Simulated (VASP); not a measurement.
# BaS (I4/mmm) in VASP: a series of runs

BaS is run at these levels: PBE, r2SCAN; tasks: single point.

Everything below comes from runs of VASP 6.6.1. Logs are shortened: lines on timing, memory, paths and dates and some standing lists are left out, and cuts for length are marked.

### 1 The cell of the first run

The structure is tetragonal, space group I4/mmm (No. 139). The conventional cell has a = 4.542 Å, b = 4.542 Å, c = 6.044 Å, α = 90.00°, β = 90.00°, γ = 90.00°. Ba (site symmetry 4/mmm) has 6 S at 3.02 to 3.21 Å within 4.0 Å. S (site symmetry 4/mmm) has 6 Ba at 3.02 to 3.21 Å within 4.0 Å.

### 2 Single point, PBE (uniaxial z strain -5.9%)

File INCAR:

```
  ALGO = Normal
  EDIFF = 1E-7
  ENCUT = 520
  GGA = PE
  ISIF = 2
  ISMEAR = -1
  LASPH = T
  LCHARG = F
  LREAL = F
  LWAVE = F
  NBANDS = 15
  NELM = 80
  PREC = Accurate
  SIGMA = 0.02
```

File KPOINTS:

```
k-points
0
Gamma
  8 8 8
```

File POSCAR:

```
BaS
1.0
    0.0000000000      3.2117958739      3.0219787378
    3.2117958739      0.0000000000      3.0219787378
    3.2117958739      3.2117958739      0.0000000000
Ba S
1 1
Direct
    0.0000000000      0.0000000000      0.0000000000
    0.5000000000      0.5000000000      0.5000000000
```

Potentials or basis: VASP PAW PBE potentials, release 64 (Ba_sv, S).

Run with:

```
$ cat potpaw_PBE.64/Ba_sv/POTCAR potpaw_PBE.64/S/POTCAR > POTCAR
$ mpirun -np 1 vasp_std > vasp.out
```

OUTCAR:

```text
EDIFF = 1E-7
   ENCUT = 520
   GGA = PE
   ISIF = 2
   ISMEAR = -1
   LASPH = T
   LREAL = F
   NELM = 80
   PREC = Accurate

 ion  position               nearest neighbor table
   1  0.000  0.000  0.000-   2 3.02   2 3.02   2 3.21   2 3.21   2 3.21   2 3.21
   2  0.500  0.500  0.500-   1 3.02   1 3.02   1 3.21   1 3.21   1 3.21   1 3.21

  LATTYP: Found a body centered tetragonal cell.
 ALAT       =     4.5421652844
 C/A-ratio  =     1.3306335409

  Lattice vectors:

 A1 = (   0.0000000000,  -3.2117958739,  -3.0219787378)
 A2 = (   0.0000000000,   3.2117958739,  -3.0219787378)
 A3 = (   3.2117958739,   0.0000000000,   3.0219787378)

Analysis of symmetry for initial positions (statically):
=====================================================================
 Subroutine PRICEL returns:
 Original cell was already a primitive cell.

 Routine SETGRP: Setting up the symmetry group for a
 body centered tetragonal supercell.

 Subroutine GETGRP returns: Found 16 space group operations
 (whereof 16 operations were pure point group operations)
 out of a pool of 16 trial point group operations.

The static configuration has the point symmetry D_4h.

Analysis of symmetry for dynamics (positions and initial velocities):
=====================================================================
 Subroutine PRICEL returns:
 Original cell was already a primitive cell.

 Routine SETGRP: Setting up the symmetry group for a
 body centered tetragonal supercell.

 Subroutine GETGRP returns: Found 16 space group operations
 (whereof 16 operations were pure point group operations)
 out of a pool of 16 trial point group operations.

The dynamic configuration has the point symmetry D_4h.

 Subroutine INISYM returns: Found 16 space group operations
 (whereof 16 operations are pure point group operations),
 and found     1 'primitive' translations

----------------------------------------------------------------------------------------

                                     Primitive cell

  volume of cell :      62.3472

  direct lattice vectors                    reciprocal lattice vectors
     0.000000000  3.211795874  3.021978738    -0.155676145  0.155676145  0.165454506
     3.211795874  0.000000000  3.021978738     0.155676145 -0.155676145  0.165454506
     3.211795874  3.211795874  0.000000000     0.155676145  0.155676145 -0.165454506

  length of vectors
     4.409987327  4.409987327  4.542165284     0.275400287  0.275400287  0.275400287

  position of ions in fractional coordinates (direct lattice)
     0.000000000  0.000000000  0.000000000
     0.500000000  0.500000000  0.500000000

  ion indices of the primitive-cell ions
   primitive index   ion index
                 1           1
                 2           2

----------------------------------------------------------------------------------------

 KPOINTS: k-points

Automatic generation of k-mesh.
 Grid dimensions read from file:
 generate k-points for:    8    8    8

 Generating k-lattice:

  Cartesian coordinates                     Fractional coordinates (reciprocal lattice)
    -0.019459518  0.019459518  0.020681813     0.125000000  0.000000000  0.000000000
     0.019459518 -0.019459518  0.020681813     0.000000000  0.125000000  0.000000000
     0.019459518  0.019459518 -0.020681813     0.000000000  0.000000000  0.125000000

  Length of vectors
     0.034425036  0.034425036  0.034425036

  Shift w.r.t. Gamma in fractional coordinates (k-lattice)
     0.000000000  0.000000000  0.000000000

 Subroutine IBZKPT returns following result:
 ===========================================

 Found     59 irreducible k-points:

 Following reciprocal coordinates:
            Coordinates               Weight
  0.000000  0.000000  0.000000      1.000000
  0.125000  0.000000  0.000000      8.000000
  0.250000  0.000000  0.000000      8.000000
  0.375000  0.000000  0.000000      8.000000
  0.500000  0.000000  0.000000      4.000000
  0.125000  0.125000  0.000000      2.000000
[... 16 lines left out ...]
  0.250000  0.000000  0.125000     16.000000
  0.375000  0.000000  0.125000     16.000000
 [... further k-points ...]
   k-points           NKPTS =     59   k-points in BZ     NKDIM =     59   number of bands    NBANDS=     15
   number of dos      NEDOS =    301   number of ions     NIONS =      2
   total plane-waves  NPLWV =  46656
   dimension x,y,z NGX =    36 NGY =   36 NGZ =   36
   dimension x,y,z NGXF=    72 NGYF=   72 NGZF=   72
   ions per type =               1   1
   NGX,Y,Z   is equivalent  to a cutoff of  13.57, 13.57, 13.18 a.u.
   NGXF,Y,Z  is equivalent  to a cutoff of  27.14, 27.14, 26.35 a.u.
 SYSTEM =  unknown system
   PREC   = accura    normal or accurate (medium, high low for compatibility)
   ISTART =      0    job   : 0-new  1-cont  2-samecut
   ICHARG =      2    charge: 1-file 2-atom 10-const
   ISPIN  =      1    spin polarized calculation?
   LNONCOLLINEAR =      F non collinear calculations
   LSORBIT =      F    spin-orbit coupling
   LASPH  =      T    aspherical Exc in radial PAW
   ENCUT  =  520.0 eV  38.22 Ry    6.18 a.u.   8.20  8.20  8.45*2*pi/ulx,y,z
   NELM   =     80;   NELMIN=  2; NELMDL= -5     # of ELM steps
   EDIFF  = 0.1E-06   stopping-criterion for ELM
   LREAL  =      F    real-space projection
   EDIFFG = 0.1E-05   stopping-criterion for IOM
   NSW    =      0    number of steps for IOM
   IBRION =     -1    ionic relax: 0-MD 1-quasi-New 2-CG
   NFREE  =      0    steps in history (QN), initial steepest desc. (CG)
   ISIF   =      2    stress and relaxation
   ISYM   =      2    0-nonsym 1-usesym 2-fastsym
   POTIM  = 0.5000    time-step for ionic-motion
   TEBEG  =    0.0;   TEEND  =   0.0 temperature during run
   PSTRESS=    0.0 pullay stress
   NELECT =      16.0000    total number of electrons
   NUPDOWN=      -1.0000    fix difference up-down
   EMIN   =  10.00;   EMAX   =-10.00  energy-range for DOS
   EFERMI =   0.00;   METHOD = LEGACY
   ISMEAR =    -1;   SIGMA  =   0.02  broadening in eV -4-tet -1-fermi 0-gaus
   EFERMI_NEDOS =   21; number of points for ismear=-14 and -15
   IALGO  =     38    algorithm
   IMIX   =      4    mixing-type and parameters
     AMIX     =   0.40;   BMIX     =  1.00
     AMIX_MAG =   1.60;   BMIX_MAG =  1.00
  volume/ion in A,a.u.               =      31.17       210.37
  Fermi-wavevector in a.u.,A,eV,Ry     =   1.040341  1.965960 14.725715  1.082309
  Thomas-Fermi vector in A             =   2.174912
   LORBIT       =      0    0 simple, 1 ext, 2 COOP (PROOUT), +10 PAW based schemes
   GGA     = PE    functional components
   LHFCALC =     F    Hartree Fock is set to
   AEXX    =    0.0000 exact exchange contribution
   IVDW    =     0    specifies the selected vdW correction
   LEPSILON=     F    determine dielectric tensor
   LRPA    =     F    only Hartree local field effects (RPA)
 non-spin polarized calculation
  energy-cutoff  :      520.00
  volume of cell :       62.35
 maximum number of plane-waves:      1695
 NGX is ok and might be reduce to    36
   NGX = 17   NGY = 17   NGZ = 17

 number of electron      15.9999999 magnetization

 Free energy of the ion-electron system (eV)
  ---------------------------------------------------
  ext. energy  EPLUGINS =         0.00000000
  ---------------------------------------------------
  free energy    TOTEN  =       -10.08328292 eV

  energy without entropy =      -10.08328292  energy(sigma->0) =      -10.08328292

 E-fermi :   2.3395     XC(G=0):  -8.8037

 val. band max:        1.8819456510   @ k =   0.0000   0.0000   0.0000
 cond. band min:       3.6842144397   @ k =   0.5000   0.5000   0.0000
 fundamental gap:      1.8022687887
 Fermi energy:         2.3395445856

 k-point     1 :       0.0000    0.0000    0.0000
  band No.  band energies     occupation
      1     -24.2381      2.00000
      2      -9.3181      2.00000
      3      -9.2835      2.00000
      4      -9.2835      2.00000
      5      -8.7470      2.00000
      6       1.6109      2.00000
      7       1.6109      2.00000
      8       1.8819      2.00000
      9       5.3274      0.00000
     10       5.4220      0.00000
     11       5.4220      0.00000
     12       5.8685      0.00000
     13       6.3432      0.00000
     14       6.9432      0.00000
     15      10.5194      0.00000

 k-point     2 :       0.1250    0.0000    0.0000
  band No.  band energies     occupation
      1     -24.2299      2.00000
      2      -9.7124      2.00000
      3      -9.3032      2.00000
      4      -9.2950      2.00000
      5      -8.3178      2.00000
      6       1.2395      2.00000
      7       1.3969      2.00000
      8       1.5675      2.00000
      9       5.5213      0.00000
     10       5.6917      0.00000
     11       5.8929      0.00000
     12       6.0294      0.00000
     13       6.8004      0.00000
     14       7.4945      0.00000
     15      11.1776      0.00000

 k-point     3 :       0.2500    0.0000    0.0000
  band No.  band energies     occupation
      1     -24.2098      2.00000
      2     -10.2129      2.00000
      3      -9.3227      2.00000
      4      -9.3089      2.00000
      5      -7.7712      2.00000
      6       0.4902      2.00000
      7       0.9771      2.00000
      8       1.0348      2.00000
      9       5.8312      0.00000
     10       6.4378      0.00000
     11       6.5804      0.00000
     12       7.1244      0.00000
     13       7.9522      0.00000
     14       8.8027      0.00000
     15      12.4891      0.00000
[... 343 lines left out ...]
 k-point    23 :       0.2500    0.0000    0.1250
  band No.  band energies     occupation
      1     -24.2125      2.00000
      2     -10.0131      2.00000
      3      -9.3619      2.00000
      4      -9.3340      2.00000
      5      -8.0099      2.00000
      6       0.4695      2.00000
      7       1.2634      2.00000
      8       1.4972      2.00000
      9       5.0436      0.00000
     10       6.5039      0.00000
     11       6.6451      0.00000
     12       6.9797      0.00000
     13       7.7026      0.00000
     14       8.6583      0.00000
     15      12.4379      0.00000

 k-point    24 :       0.3750    0.0000    0.1250
  band No.  band energies     occupation
      1     -24.1925      2.00000
      2     -10.3725      2.00000
      3      -9.3751      2.00000
      4      -9.3617      2.00000
      5      -7.6406      2.00000
      6       0.1292      2.00000
      7       0.8109      2.00000
      8       0.9946      2.00000
      9       5.5631      0.00000
     10       7.4799      0.00000
     11       7.6696      0.00000
     12       7.7551      0.00000
     13       8.9082      0.00000
     14       9.8116      0.00000
     15      11.8626      0.00000

 [... further k-points ...]

------------------------ aborting loop because EDIFF is reached ----------------------------------------

  FORCE on cell =-STRESS in cart. coord.  units (eV):
  Direction    XX          YY          ZZ          XY          YZ          ZX
  --------------------------------------------------------------------------------------
  -------------------------------------------------------------------------------------
  Total        0.6945813      0.6945813      3.5972815      0.0000000      0.0000000      0.0000000
  in kB       17.8491027     17.8491027     92.4416607      0.0000000      0.0000000      0.0000000
  external PRESSURE =      42.7132887 kB  Pullay stress =       0.0000000 kB

 VOLUME and BASIS-vectors are now :
 -----------------------------------------------------------------------------
  energy-cutoff  :      520.00
  volume of cell :       62.35
      direct lattice vectors                 reciprocal lattice vectors
     0.000000000  3.211795874  3.021978738    -0.155676145  0.155676145  0.165454506
     3.211795874  0.000000000  3.021978738     0.155676145 -0.155676145  0.165454506
     3.211795874  3.211795874  0.000000000     0.155676145  0.155676145 -0.165454506

 POSITION                                       TOTAL-FORCE (eV/Angst)
 -----------------------------------------------------------------------------------
      0.00000      0.00000      0.00000         0.000000      0.000000      0.000000
      3.21180      3.21180      3.02198        -0.000000     -0.000000     -0.000000
 -----------------------------------------------------------------------------------
    total drift:                                0.000000      0.000000      0.000000

  FREE ENERGIE OF THE ION-ELECTRON SYSTEM (eV)
  ---------------------------------------------------
  free  energy   TOTEN  =       -10.0832829216 eV

  energy  without entropy=      -10.0832829216  energy(sigma->0) =      -10.08328292
```

It took 61 s on 1 thread of Intel Xeon 8259CL, shared host; peak memory 0.23 GiB.

Results:

| Quantity | Value |
| --- | --- |
| Free energy | -10.0833 eV |
| Pressure | 4.3 GPa |
| Band gap on the k mesh | 1.80 eV (least direct gap 1.94 eV) |

Stress tensor (GPa, compression positive):
```
1.78 0.00 0.00
0.00 1.78 0.00
0.00 0.00 9.24
```

Caveat: the cell differs from its parent crystal (uniaxial z strain -5.9%); the cell stands under pressure; spin-orbit coupling is left out, which moves the levels of the heavy elements. A k mesh can miss the band edges.

### 3 Single point, r2SCAN (uniaxial z strain -5.9%)

POSCAR is that of step 2.

File INCAR.step1:

```
SYSTEM = BaS
ALGO = Normal
EDIFF = 1E-4
ENCUT = 520
GGA = PE
ISMEAR = 0
LASPH = .True.
LCHARG = .False.
LREAL = .False.
LWAVE = .True.
NBANDS = 15
NELM = 100
PREC = Accurate
SIGMA = 0.01
```

File INCAR.step2:

```
SYSTEM = BaS
ALGO = Normal
EDIFF = 1E-6
ENCUT = 520
ISIF = 2
ISMEAR = 0
ISTART = 1
LASPH = .True.
LCHARG = .True.
LELF = .True.
LMIXTAU = .True.
LREAL = .False.
LVHAR = .True.
LWAVE = .False.
METAGGA = R2SCAN
NBANDS = 15
NELM = 100
PREC = Accurate
SIGMA = 0.01
```

File KPOINTS:

```
k-points
0
Gamma
  8 8 8
  0 0 0
```

Potentials or basis: VASP PAW PBE potentials, release 64 (Ba_sv, S).

Run with:

```
$ cat potpaw_PBE.64/Ba_sv/POTCAR potpaw_PBE.64/S/POTCAR > POTCAR
$ cp INCAR.step1 INCAR
$ mpirun -np 1 vasp_std > vasp.out
$ cp INCAR.step2 INCAR
$ mpirun -np 1 vasp_std > vasp.out
```

OUTCAR:

```text
SYSTEM = BaS
   EDIFF = 1E-6
   ENCUT = 520
   ISIF = 2
   ISMEAR = 0
   ISTART = 1
   LASPH = .True.
   LREAL = .False.
   METAGGA = R2SCAN
   NELM = 100
   PREC = Accurate

 ion  position               nearest neighbor table
   1  0.000  0.000  0.000-   2 3.02   2 3.02   2 3.21   2 3.21   2 3.21   2 3.21
   2  0.500  0.500  0.500-   1 3.02   1 3.02   1 3.21   1 3.21   1 3.21   1 3.21

  LATTYP: Found a body centered tetragonal cell.
 ALAT       =     4.5421652844
 C/A-ratio  =     1.3306335409

  Lattice vectors:

 A1 = (   0.0000000000,  -3.2117958739,  -3.0219787378)
 A2 = (   0.0000000000,   3.2117958739,  -3.0219787378)
 A3 = (   3.2117958739,   0.0000000000,   3.0219787378)

Analysis of symmetry for initial positions (statically):
=====================================================================
 Subroutine PRICEL returns:
 Original cell was already a primitive cell.

 Routine SETGRP: Setting up the symmetry group for a
 body centered tetragonal supercell.

 Subroutine GETGRP returns: Found 16 space group operations
 (whereof 16 operations were pure point group operations)
 out of a pool of 16 trial point group operations.

[... 178 lines left out ...]
      7       1.3737      2.00000
      8       1.6582      2.00000
      9       5.6274      0.00000
     10       5.6274      0.00000
     11       5.6956      0.00000
     12       6.0734      0.00000
     13       6.6528      0.00000
     14       7.2977      0.00000
[... 401 lines left out ...]
      2     -11.0099      2.00000
      3      -9.9185      2.00000
      4      -9.9046      2.00000
      5      -8.2145      2.00000
      6      -0.0868      2.00000
      7       0.5861      2.00000
      8       0.7708      2.00000
      9       5.7513      0.00000
     10       7.7564      0.00000
     11       8.0082      0.00000
     12       8.0531      0.00000
     13       9.2887      0.00000
     14      10.2211      0.00000
     15      12.3253      0.00000

 [... further k-points ...]

------------------------ aborting loop because EDIFF is reached ----------------------------------------

  FORCE on cell =-STRESS in cart. coord.  units (eV):
  Direction    XX          YY          ZZ          XY          YZ          ZX
  --------------------------------------------------------------------------------------
  -------------------------------------------------------------------------------------
  Total        0.6675220      0.6675220      3.8077771      0.0000000     -0.0000000      0.0000000
  in kB       17.1537419     17.1537419     97.8508998      0.0000000     -0.0000000      0.0000000
  external PRESSURE =      44.0527945 kB  Pullay stress =       0.0000000 kB

 VOLUME and BASIS-vectors are now :
 -----------------------------------------------------------------------------
  energy-cutoff  :      520.00
  volume of cell :       62.35
      direct lattice vectors                 reciprocal lattice vectors
     0.000000000  3.211795874  3.021978738    -0.155676145  0.155676145  0.165454506
     3.211795874  0.000000000  3.021978738     0.155676145 -0.155676145  0.165454506
     3.211795874  3.211795874  0.000000000     0.155676145  0.155676145 -0.165454506

 POSITION                                       TOTAL-FORCE (eV/Angst)
 -----------------------------------------------------------------------------------
      0.00000      0.00000      0.00000        -0.000000      0.000000      0.000000
      3.21180      3.21180      3.02198         0.000000     -0.000000      0.000000
 -----------------------------------------------------------------------------------
    total drift:                                0.000000      0.000000      0.000000

  FREE ENERGIE OF THE ION-ELECTRON SYSTEM (eV)
  ---------------------------------------------------
  free  energy   TOTEN  =       -39.0915153104 eV

  energy  without entropy=      -39.0915153104  energy(sigma->0) =      -39.09151531
```

OUTCAR.step1:

```text
SYSTEM = BaS
   EDIFF = 1E-4
   ENCUT = 520
   GGA = PE
   ISMEAR = 0
   LASPH = .True.
   LREAL = .False.
[... 654 lines left out ...]
      0.00000      0.00000      0.00000         0.000000     -0.000000     -0.000000
      3.21180      3.21180      3.02198        -0.000000      0.000000      0.000000
 -----------------------------------------------------------------------------------
    total drift:                                0.000000      0.000000      0.000000

  FREE ENERGIE OF THE ION-ELECTRON SYSTEM (eV)
  ---------------------------------------------------
  free  energy   TOTEN  =       -10.0832801015 eV

  energy  without entropy=      -10.0832801015  energy(sigma->0) =      -10.08328010
```

Run time: 5 min. Hardware: 1 thread of Intel Xeon 8259CL, shared host; peak memory 0.25 GiB.

Results:

```
Free energy            : -39.0915 eV
Pressure               : 4.4 GPa
Band gap on the k mesh : 2.14 eV (least direct gap 2.29 eV)
```

Levels at points of the mesh, in eV from the valence-band top:
```
           k point  band 5  band 6  band 7  band 8  band 9  band 10  band 11  band 12
(0.00, 0.00, 0.00)  -11.08   -0.28   -0.28    0.00    3.97     3.97     4.04     4.42
(0.50, 0.00, 0.00)   -9.44   -2.22   -1.41   -1.37    5.98     6.06     6.79     6.95
(0.50, 0.50, 0.00)  -11.01   -0.40   -0.40   -0.37    2.14     6.55     6.85     7.98
(0.50, 0.00, 0.50)  -11.00   -0.78   -0.40   -0.08    2.21     6.14     7.06     7.82
```

Caveat: the cell differs from its parent crystal (uniaxial z strain -5.9%); the cell stands under pressure; the PAW data sets were made with another functional, which shifts forces and pressure a little; spin-orbit coupling is left out, which moves the levels of the heavy elements. A k mesh can miss the band edges.
